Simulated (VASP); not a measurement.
# BaBe5H10 (Pm) in VASP: notebook

BaBe5H10 is run at these levels: PBE; tasks: single point.

Everything below comes from runs of VASP 6.6.1. Logs are shortened: lines on timing, memory, paths and dates and some standing lists are left out, and cuts for length are marked.

## 1. The cell of the first run

It takes space group Pm (No. 6, monoclinic). Conventional cell: a = 4.462 Å, b = 4.943 Å, c = 6.802 Å, α = 90.00°, β = 102.78°, γ = 90.00°. Within 3.4 Å of Ba (site symmetry m) lie 13 H at 2.57 to 2.95 Å and 2 Be at 3.21 Å. Be (site symmetry m) has 4 H at 1.44 to 1.51 Å within 1.9 Å. Within 2.0 Å of Be (site symmetry 1) lie 4 H at 1.49 to 1.70 Å. Be (site symmetry m) has 4 H at 1.39 to 1.52 Å within 1.9 Å. Within 1.9 Å of Be (site symmetry m) lie 3 H at 1.42 to 1.47 Å. H (site symmetry 1) has 2 Be at 1.44 to 1.62 Å within 1.9 Å. Within 2.0 Å of H (site symmetry m) lie 2 Be at 1.51 to 1.52 Å. Within 1.9 Å of H (site symmetry m) lie 2 Be at 1.42 to 1.45 Å.

## 2. Single point, PBE

Input file INCAR:

```
SYSTEM = BaBe5H10
  PREC = Accurate
  ENCUT = 520
  EDIFF = 1E-6
  ISMEAR = 0
  SIGMA = 0.1
  LREAL = Auto
  LASPH = .TRUE.
  NELM = 60
  ALGO = Normal
  ISIF = 2
  LWAVE = .FALSE.
  LCHARG = .TRUE.
  GGA = PE
  LELF = .TRUE.
  LVHAR = .TRUE.
  NBANDS = 29
```

Input file KPOINTS:

```
regular mesh
0
G
  4 4 2
  0 0 0
```

Input file POSCAR:

```
BaBe5H10
1.0
    4.4622353000      0.0000000000      0.0000000000
    0.0000000000      4.9426749000      0.0000000000
   -1.5050163000      0.0000000000      6.6332532000
Ba Be H
1 5 10
Direct
    0.9048890000      0.5000000000      0.6228560000
    0.4773930000      0.0000000000      0.2845330000
    0.5459590000      0.7636740000      0.0071740000
    0.5459590000      0.2363260000      0.0071740000
    0.3765430000      0.0000000000      0.6819930000
    0.0685330000      0.0000000000      0.0409980000
    0.6255580000      0.7506230000      0.2507080000
    0.6255580000      0.2493770000      0.2507080000
    0.5474720000      0.0000000000      0.5115560000
    0.1456020000      0.0000000000      0.2557030000
    0.3809090000      0.5000000000      0.9949710000
    0.4678110000      0.7324880000      0.7521060000
    0.8800470000      0.7566290000      0.9888310000
    0.4678110000      0.2675120000      0.7521060000
    0.8800470000      0.2433710000      0.9888310000
    0.0599190000      0.0000000000      0.6097510000
```

Potentials or basis: VASP PAW PBE potentials, release 64 (Ba_sv, Be, H).

Command:

```console
$ cat potpaw_PBE.64/Ba_sv/POTCAR potpaw_PBE.64/Be/POTCAR potpaw_PBE.64/H/POTCAR > POTCAR
$ mpirun -np 1 vasp_std > vasp.out
```

OUTCAR:

```text
SYSTEM = BaBe5H10
   PREC = Accurate
   ENCUT = 520
   EDIFF = 1E-6
   ISMEAR = 0
   LREAL = Auto
   LASPH = .TRUE.
   NELM = 60
   ISIF = 2
   GGA = PE

 ion  position               nearest neighbor table
   1  0.905  0.500  0.623-  16 2.57  16 2.57  14 2.58  12 2.58  14 2.73  12 2.73  13 2.82  15 2.82
                             5 3.21   5 3.21   5 3.50   5 3.50
   2  0.477  0.000  0.285-   7 1.44   8 1.44  10 1.45   9 1.51   6 2.18   4 2.30   3 2.30
   3  0.546  0.764  0.007-  11 1.49  13 1.52   7 1.62   2 2.30   4 2.34
   4  0.546  0.236  0.007-  11 1.49  15 1.52   8 1.62   2 2.30   3 2.34
   5  0.377  0.000  0.682-  16 1.39  12 1.43  14 1.43   9 1.52   1 3.21   1 3.21   1 3.50   1 3.50

   6  0.069  0.000  0.041-  10 1.42  13 1.47  15 1.47   2 2.18
   7  0.626  0.751  0.251-   2 1.44   3 1.62
   8  0.626  0.249  0.251-   2 1.44   4 1.62
   9  0.547  0.000  0.512-   2 1.51   5 1.52
  10  0.146  0.000  0.256-   6 1.42   2 1.45
  11  0.381  0.500  0.995-   3 1.49   4 1.49
  12  0.468  0.732  0.752-   5 1.43   1 2.58   1 2.73
  13  0.880  0.757  0.989-   6 1.47   3 1.52   1 2.82
  14  0.468  0.268  0.752-   5 1.43   1 2.58   1 2.73
  15  0.880  0.243  0.989-   6 1.47   4 1.52   1 2.82
  16  0.060  0.000  0.610-   5 1.39   1 2.57   1 2.57

  LATTYP: Found a simple monoclinic cell.
 ALAT       =     4.4622353000
 B/A-ratio  =     1.1076679215
 C/A-ratio  =     1.5243138256
 COS(beta)  =    -0.2212658280

  Lattice vectors:

 A1 = (   4.4622353000,   0.0000000000,   0.0000000000)
 A2 = (   0.0000000000,   4.9426749000,   0.0000000000)
 A3 = (  -1.5050163000,   0.0000000000,   6.6332532000)

Analysis of symmetry for initial positions (statically):
=====================================================================
 Subroutine PRICEL returns:
 Original cell was already a primitive cell.

 Routine SETGRP: Setting up the symmetry group for a
 simple monoclinic supercell.

 Subroutine GETGRP returns: Found  2 space group operations
 (whereof  2 operations were pure point group operations)
 out of a pool of  4 trial point group operations.

The static configuration has the point symmetry C_1h.

Analysis of symmetry for dynamics (positions and initial velocities):
=====================================================================
 Subroutine PRICEL returns:
 Original cell was already a primitive cell.

 Routine SETGRP: Setting up the symmetry group for a
 simple monoclinic supercell.

 Subroutine GETGRP returns: Found  2 space group operations
 (whereof  2 operations were pure point group operations)
 out of a pool of  4 trial point group operations.

The dynamic configuration has the point symmetry C_1h.

 Subroutine INISYM returns: Found  2 space group operations
 (whereof  2 operations are pure point group operations),
 and found     1 'primitive' translations

----------------------------------------------------------------------------------------

                                     Primitive cell

  volume of cell :     146.2989

  direct lattice vectors                    reciprocal lattice vectors
     4.462235300  0.000000000  0.000000000     0.224102929  0.000000000  0.050846628
     0.000000000  4.942674900  0.000000000     0.000000000  0.202319598  0.000000000
    -1.505016300  0.000000000  6.633253200     0.000000000  0.000000000  0.150755590

  length of vectors
     4.462235300  4.942674900  6.801846961     0.229798830  0.202319598  0.150755590

  position of ions in fractional coordinates (direct lattice)
     0.904889000  0.500000000  0.622856000
     0.477393000  0.000000000  0.284533000
     0.545959000  0.763674000  0.007174000
     0.545959000  0.236326000  0.007174000
     0.376543000  0.000000000  0.681993000
     0.068533000  0.000000000  0.040998000
[... 8 lines left out ...]
     0.880047000  0.243371000  0.988831000
     0.059919000  0.000000000  0.609751000

  ion indices of the primitive-cell ions
   primitive index   ion index
                 1           1
                 2           2
                 3           3
                 4           4
                 5           5
                 6           6
[... 8 lines left out ...]
                15          15
                16          16

----------------------------------------------------------------------------------------

 KPOINTS: regular mesh

Automatic generation of k-mesh.
 Grid dimensions read from file:
 generate k-points for:    4    4    2

 Generating k-lattice:

  Cartesian coordinates                     Fractional coordinates (reciprocal lattice)
     0.056025732  0.000000000  0.012711657     0.250000000  0.000000000  0.000000000
     0.000000000  0.050579900  0.000000000     0.000000000  0.250000000  0.000000000
     0.000000000  0.000000000  0.075377795     0.000000000  0.000000000  0.500000000

  Length of vectors
     0.057449708  0.050579900  0.075377795

  Shift w.r.t. Gamma in fractional coordinates (k-lattice)
     0.000000000  0.000000000  0.000000000

 Subroutine IBZKPT returns following result:
 ===========================================

 Found     18 irreducible k-points:

 Following reciprocal coordinates:
            Coordinates               Weight
  0.000000  0.000000  0.000000      1.000000
  0.250000  0.000000 -0.000000      2.000000
  0.500000  0.000000 -0.000000      1.000000
  0.000000  0.250000  0.000000      2.000000
  0.250000  0.250000 -0.000000      4.000000
  0.500000  0.250000 -0.000000      2.000000
[... 10 lines left out ...]
  0.250000  0.500000  0.500000      2.000000
  0.500000  0.500000  0.500000      1.000000
   k-points           NKPTS =     18   k-points in BZ     NKDIM =     18   number of bands    NBANDS=     29
   number of dos      NEDOS =    301   number of ions     NIONS =     16
   total plane-waves  NPLWV =  77760
   dimension x,y,z NGX =    36 NGY =   40 NGZ =   54
   dimension x,y,z NGXF=    72 NGYF=   80 NGZF=  108
   ions per type =               1   5  10
   NGX,Y,Z   is equivalent  to a cutoff of  13.41, 13.45, 13.20 a.u.
   NGXF,Y,Z  is equivalent  to a cutoff of  26.82, 26.91, 26.40 a.u.
 SYSTEM =  BaBe5H10
   PREC   = accura    normal or accurate (medium, high low for compatibility)
   ISTART =      0    job   : 0-new  1-cont  2-samecut
   ICHARG =      2    charge: 1-file 2-atom 10-const
   ISPIN  =      1    spin polarized calculation?
   LNONCOLLINEAR =      F non collinear calculations
   LSORBIT =      F    spin-orbit coupling
   LASPH  =      T    aspherical Exc in radial PAW
   ENCUT  =  520.0 eV  38.22 Ry    6.18 a.u.   8.30  9.19 12.65*2*pi/ulx,y,z
   NELM   =     60;   NELMIN=  2; NELMDL= -5     # of ELM steps
   EDIFF  = 0.1E-05   stopping-criterion for ELM
   LREAL  =      T    real-space projection
   EDIFFG = 0.1E-04   stopping-criterion for IOM
   NSW    =      0    number of steps for IOM
   IBRION =     -1    ionic relax: 0-MD 1-quasi-New 2-CG
   NFREE  =      0    steps in history (QN), initial steepest desc. (CG)
   ISIF   =      2    stress and relaxation
   ISYM   =      2    0-nonsym 1-usesym 2-fastsym
   POTIM  = 0.5000    time-step for ionic-motion
   TEBEG  =    0.0;   TEEND  =   0.0 temperature during run
   PSTRESS=    0.0 pullay stress
   NELECT =      30.0000    total number of electrons
   NUPDOWN=      -1.0000    fix difference up-down
   EMIN   =  10.00;   EMAX   =-10.00  energy-range for DOS
   EFERMI =   0.00;   METHOD = LEGACY
   ISMEAR =     0;   SIGMA  =   0.10  broadening in eV -4-tet -1-fermi 0-gaus
   EFERMI_NEDOS =   21; number of points for ismear=-14 and -15
   IALGO  =     38    algorithm
   IMIX   =      4    mixing-type and parameters
     AMIX     =   0.40;   BMIX     =  1.00
     AMIX_MAG =   1.60;   BMIX_MAG =  1.00
  volume/ion in A,a.u.               =       9.14        61.70
  Fermi-wavevector in a.u.,A,eV,Ry     =   0.965387  1.824317 12.680256  0.931973
  Thomas-Fermi vector in A             =   2.095100
   LORBIT       =      0    0 simple, 1 ext, 2 COOP (PROOUT), +10 PAW based schemes
   GGA     = PE    functional components
   LHFCALC =     F    Hartree Fock is set to
   AEXX    =    0.0000 exact exchange contribution
   IVDW    =     0    specifies the selected vdW correction
   LEPSILON=     F    determine dielectric tensor
   LRPA    =     F    only Hartree local field effects (RPA)
 non-spin polarized calculation
 Gauss-broadening in eV      SIGMA  =   0.10
  energy-cutoff  :      520.00
  volume of cell :      146.30
 maximum number of plane-waves:      3964
 NGX is ok and might be reduce to    36
   NGX = 17   NGY = 19   NGZ = 25

 number of electron      30.0000001 magnetization

 Free energy of the ion-electron system (eV)
  ---------------------------------------------------
  ext. energy  EPLUGINS =         0.00000000
  ---------------------------------------------------
  free energy    TOTEN  =       -55.97504234 eV

  energy without entropy =      -55.97504234  energy(sigma->0) =      -55.97504234

 E-fermi :   2.8551     XC(G=0):  -8.5655

 val. band max:        2.4719412258   @ k =   0.5000   0.5000  -0.0000
 cond. band min:       3.2386304186   @ k =   0.0000   0.0000   0.5000
 fundamental gap:      0.7666891927
 Fermi energy:         2.8550673570

 k-point     1 :       0.0000    0.0000    0.0000
  band No.  band energies     occupation
      1     -26.0451      2.00000
      2     -11.3981      2.00000
      3     -11.2392      2.00000
      4     -11.2276      2.00000
      5      -7.4839      2.00000
      6      -4.9958      2.00000
[... 19 lines left out ...]
     26       8.0231      0.00000
     27       8.5007      0.00000

 k-point     2 :       0.2500    0.0000   -0.0000
  band No.  band energies     occupation
      1     -26.0361      2.00000
      2     -11.4845      2.00000
      3     -11.3451      2.00000
      4     -11.2012      2.00000
      5      -7.0743      2.00000
      6      -4.9248      2.00000
[... 469 lines left out ...]
     26       8.1456      0.00000
     27       8.9488      0.00000

 k-point    18 :       0.5000    0.5000    0.5000
  band No.  band energies     occupation
      1     -26.0214      2.00000
      2     -11.6249      2.00000
      3     -11.3925      2.00000
      4     -11.3089      2.00000
      5      -5.7111      2.00000
      6      -5.2178      2.00000
[... 19 lines left out ...]
     26       8.8291      0.00000
     27       8.8923      0.00000
 [bands above 27 left out]

------------------------ aborting loop because EDIFF is reached ----------------------------------------

  FORCE on cell =-STRESS in cart. coord.  units (eV):
  Direction    XX          YY          ZZ          XY          YZ          ZX
  --------------------------------------------------------------------------------------
  -------------------------------------------------------------------------------------
  Total        0.4080004      0.4907580     -0.0830702      0.0000000      0.0000000      0.0678062
  in kB        4.4681739      5.3744856     -0.9097345      0.0000000      0.0000000      0.7425730
  external PRESSURE =       2.9776417 kB  Pullay stress =       0.0000000 kB

 VOLUME and BASIS-vectors are now :
 -----------------------------------------------------------------------------
  energy-cutoff  :      520.00
  volume of cell :      146.30
      direct lattice vectors                 reciprocal lattice vectors
     4.462235300  0.000000000  0.000000000     0.224102929  0.000000000  0.050846628
     0.000000000  4.942674900  0.000000000     0.000000000  0.202319598  0.000000000
    -1.505016300  0.000000000  6.633253200     0.000000000  0.000000000  0.150755590

 POSITION                                       TOTAL-FORCE (eV/Angst)
 -----------------------------------------------------------------------------------
      3.10042      2.47134      4.13156         0.008803     -0.000000     -0.021171
      1.70201      0.00000      1.88738        -0.012454     -0.000000      0.039339
      2.42540      3.77459      0.04759         0.005326      0.003922      0.004130
      2.42540      1.16808      0.04759         0.005326     -0.003922      0.004130
      0.65381      0.00000      4.52383         0.024417     -0.000000     -0.050329
      0.24411      0.00000      0.27195        -0.014744     -0.000000     -0.011089
[... 8 lines left out ...]
      2.43877      1.20290      6.55917         0.004164     -0.011410      0.011515
     -0.65031      0.00000      4.04463         0.018333     -0.000000     -0.001699
 -----------------------------------------------------------------------------------
    total drift:                               -0.000406     -0.000000      0.001640

  FREE ENERGIE OF THE ION-ELECTRON SYSTEM (eV)
  ---------------------------------------------------
  free  energy   TOTEN  =       -55.9750423378 eV

  energy  without entropy=      -55.9750423363  energy(sigma->0) =      -55.97504234
```

Wall time 82 s (1 thread of AMD EPYC 9R45 (Zen 5), shared host); peak memory 0.25 GiB.

What came out:

| Item | Value |
| --- | --- |
| Free energy | -55.9750 eV |
| Pressure | 0.3 GPa |
| Largest force | 0.056 eV/Å |
| Band gap on the k mesh | 0.77 eV, indirect (least direct gap 1.78 eV) |

Forces in eV/Å, atoms in the order of the input:
```
Ba   0.009  0.000 -0.021
Be  -0.012  0.000  0.039
Be   0.005  0.004  0.004
Be   0.005 -0.004  0.004
Be   0.024  0.000 -0.050
Be  -0.015  0.000 -0.011
H    0.007 -0.014 -0.021
H    0.007  0.014 -0.021
H    0.000  0.000  0.005
H   -0.014  0.000  0.005
H   -0.010  0.000  0.001
H   -0.017 -0.001  0.022
H    0.004  0.011  0.012
H   -0.017  0.001  0.022
H    0.004 -0.011  0.012
H    0.018  0.000 -0.002
```

Caveat: the k points lie up to 0.47 Å⁻¹ apart; spin-orbit coupling is left out, which moves the levels of the heavy elements. A k mesh can miss the band edges.

## 3. Single point, PBE

Input file INCAR:

```
PREC = Accurate
ENCUT = 520
EDIFF = 1E-6
ISMEAR = 0
SIGMA = 0.1
LREAL = Auto
LASPH = T
NELM = 100
ALGO = Normal
ISIF = 2
LWAVE = F
LCHARG = F
GGA = PE
NBANDS = 29
```

Input file KPOINTS:

```
regular mesh
0
Gamma
  4 4 4
```

POSCAR is that of step 2.

Potentials or basis: VASP PAW PBE potentials, release 64 (Ba_sv, Be, H).

Command:

```console
$ cat potpaw_PBE.64/Ba_sv/POTCAR potpaw_PBE.64/Be/POTCAR potpaw_PBE.64/H/POTCAR > POTCAR
$ mpirun -np 1 vasp_std > vasp.out
```

Wall time 2.1 min (1 thread of AMD EPYC 9R45 (Zen 5), shared host); peak memory 0.27 GiB.

The run converged. Its results:

* Free energy: -56.0027 eV
* Pressure: 0.2 GPa
* Largest force: 0.050 eV/Å
* Band gap on the k mesh: 0.77 eV, indirect (least direct gap 1.78 eV)

Forces on the atoms (eV/Å):
```
Ba   0.001  0.000 -0.050
Be  -0.003  0.000 -0.001
Be  -0.002  0.011  0.005
Be  -0.002 -0.011  0.005
Be   0.002  0.000 -0.005
Be   0.002  0.000 -0.001
H    0.003 -0.001 -0.008
H    0.003  0.001 -0.008
H   -0.011  0.000 -0.008
H   -0.007  0.000  0.009
H    0.005  0.000  0.006
H   -0.006  0.023  0.018
H    0.001  0.004  0.012
H   -0.006 -0.023  0.018
H    0.001 -0.004  0.012
H    0.019  0.000 -0.004
```

Stress tensor (GPa, compression positive):
```
0.29 0.00 0.04
0.00 0.30 0.00
0.04 0.00 0.15
```

Levels at points of the mesh, in eV from the valence-band top:
```tsv
k point	band 13	band 14	band 15	band 16	band 17	band 18
(0.00, 0.00, 0.00)	-3.74	-3.14	-1.65	1.28	1.64	2.05
(0.50, 0.00, 0.00)	-4.31	-3.75	-0.92	1.72	2.30	2.72
(0.00, 0.50, 0.00)	-3.62	-3.34	-0.59	1.18	1.66	2.39
(0.50, 0.50, 0.00)	-3.57	-3.07	0.00	1.95	1.96	3.29
(0.00, 0.00, 0.50)	-3.58	-2.95	-2.17	0.77	1.99	2.24
(0.50, 0.00, 0.50)	-4.02	-3.05	-1.85	2.03	2.38	2.62
(0.00, 0.50, 0.50)	-3.52	-3.40	-1.46	1.22	1.24	2.20
(0.50, 0.50, 0.50)	-2.89	-2.78	-1.57	1.17	2.44	3.08
```

Caveat: spin-orbit coupling is left out, which moves the levels of the heavy elements.

## 4. Single point, PBE

Input file INCAR:

```
SYSTEM = BaBe5H10
PREC = Accurate ; ENCUT = 520
EDIFF = 1E-6 ; ISMEAR = 0
SIGMA = 0.02 ; LREAL = Auto
LASPH = .TRUE. ; NELM = 80
ALGO = Normal ; ISIF = 2
LWAVE = .FALSE. ; LCHARG = .FALSE.
GGA = PE ; NBANDS = 29
```

Input file KPOINTS:

```
regular mesh
0
G
  6 6 4
  0 0 0
```

POSCAR is that of step 3.

Command:

```console
$ cat potpaw_PBE.64/Ba_sv/POTCAR potpaw_PBE.64/Be/POTCAR potpaw_PBE.64/H/POTCAR > POTCAR
$ mpirun -np 1 vasp_std > vasp.out
```

It took 4 min on 1 thread of AMD EPYC 9R45 (Zen 5), shared host; peak memory 0.32 GiB.

It converged, with:

```yaml
Free_energy: -56.0017 eV
Pressure: 0.2 GPa
Largest_force: 0.051 eV/Å
Band_gap_on_the_k_mesh: 0.77 eV, indirect (least direct gap 1.78 eV)
```

Forces on the atoms (eV/Å):
```
Ba   0.002  0.000 -0.051
Be  -0.006  0.000 -0.002
Be  -0.003  0.009  0.006
Be  -0.003 -0.009  0.006
Be   0.002  0.000 -0.006
Be   0.005  0.000 -0.001
H    0.003 -0.001 -0.007
H    0.003  0.001 -0.007
H   -0.011  0.000 -0.007
H   -0.005  0.000  0.009
H    0.006  0.000  0.005
H   -0.006  0.023  0.017
H    0.001  0.004  0.012
H   -0.006 -0.023  0.017
H    0.001 -0.004  0.012
H    0.018  0.000 -0.004
```

Stress tensor (GPa, compression positive):
```
0.30 0.00 0.04
0.00 0.29 0.00
0.04 0.00 0.16
```

Levels at points of the mesh, in eV from the valence-band top:
| k point | band 11 | band 12 | band 13 | band 14 | band 15 | band 16 | band 17 | band 18 | band 19 | band 20 |
| --- | --- | --- | --- | --- | --- | --- | --- | --- | --- | --- |
| (0.00, 0.00, 0.00) | -4.48 | -3.83 | -3.74 | -3.14 | -1.65 | 1.28 | 1.64 | 2.05 | 2.67 | 3.15 |
| (0.50, 0.00, 0.00) | -4.60 | -4.47 | -4.31 | -3.75 | -0.92 | 1.72 | 2.30 | 2.72 | 3.10 | 3.41 |
| (0.00, 0.50, 0.00) | -4.26 | -4.02 | -3.62 | -3.34 | -0.59 | 1.18 | 1.66 | 2.39 | 3.00 | 3.21 |
| (0.50, 0.50, 0.00) | -5.21 | -4.62 | -3.57 | -3.07 | 0.00 | 1.95 | 1.96 | 3.29 | 3.84 | 3.88 |
| (0.00, 0.00, 0.50) | -4.62 | -4.24 | -3.58 | -2.96 | -2.17 | 0.77 | 1.99 | 2.24 | 2.35 | 3.12 |
| (0.50, 0.00, 0.50) | -4.84 | -4.76 | -4.02 | -3.05 | -1.85 | 2.03 | 2.38 | 2.62 | 2.88 | 3.23 |
| (0.00, 0.50, 0.50) | -4.28 | -4.15 | -3.52 | -3.40 | -1.46 | 1.22 | 1.24 | 2.20 | 2.52 | 2.96 |
| (0.50, 0.50, 0.50) | -5.05 | -4.30 | -2.89 | -2.78 | -1.57 | 1.17 | 2.44 | 3.08 | 3.60 | 3.93 |

Caveat: spin-orbit coupling is left out, which moves the levels of the heavy elements.

## 5. Summary

```tsv
k mesh	smearing	gap on the mesh (eV)	pressure (GPa)	largest force (eV/Å)
4 × 4 × 2	gaussian 0.1 eV	0.77	0.3	0.06
4 × 4 × 4	gaussian 0.1 eV	0.77	0.2	0.05
6 × 6 × 4	gaussian 0.02 eV	0.77	0.2	0.05
```

Alike in all rows: task single point; level PBE; potentials or basis VASP PAW PBE potentials, release 64 (Ba_sv, Be, H); no spin polarisation; cell as given; cutoff (eV) 520.

Caveats: some runs use coarse meshes; spin-orbit coupling is left out, which moves the levels of the heavy elements.

Total energies depend on the potentials used, so only differences within one code and one set of settings carry meaning.
